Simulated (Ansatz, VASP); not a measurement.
## AlB2P3: VASP beside Ansatz

```xyz
12
Lattice="3.4841 0.0000 0.0000 -1.7420 3.0173 0.0000 0.0000 0.0000 17.3424" Properties=species:S:1:pos:R:3 pbc="T T T"
Al    1.7420    1.0058    8.6735
Al    0.0000    2.0115    0.0024
B     1.7420    1.0058    2.8928
B     1.7420    1.0058   14.4543
B     0.0000    2.0115    5.7831
B     0.0000    2.0115   11.5639
P     1.7420    1.0058    5.0558
P     1.7420    1.0058   10.8366
P     1.7420    1.0058   16.6174
P     0.0000    2.0115    2.1654
P     0.0000    2.0115    7.9462
P     0.0000    2.0115   13.7270
```

Alike in both runs: task single point; functional PBE; k mesh 6 × 6 × 1; occupations gaussian, width 0.1 eV; no spin polarisation.

|  | VASP | Ansatz |
| --- | --- | --- |
| version | VASP 6.6.1 | Ansatz 0.2.0 |
| potentials or method | VASP PAW PBE potentials, release 64 (Al, B, P), cutoff 520 eV | scalar-relativistic, plane waves, PAW |
| valence electrons in the cell | 48 | 48 |

|  | VASP | Ansatz | Ansatz less VASP |
| --- | --- | --- | --- |
| gap on the k mesh at the Fermi level (eV) | 1.06 | 1.06 | +0.003 |
| least direct gap on the mesh (eV) | 2.12 | 2.12 | +0.001 |
| pressure (GPa) | 0.7 | 0.8 | +0.13 |
| traceless stress, the component that is largest in VASP (GPa) | -0.37 | -0.36 | +0.005 |
| rms of the force components (eV/Å) | 1.437 | 1.439 | +0.0024 |

Atom by atom the forces differ by 0.003 eV/Å (rms over components). The functional is the same, so the differences come from potentials, cutoffs and numerics.
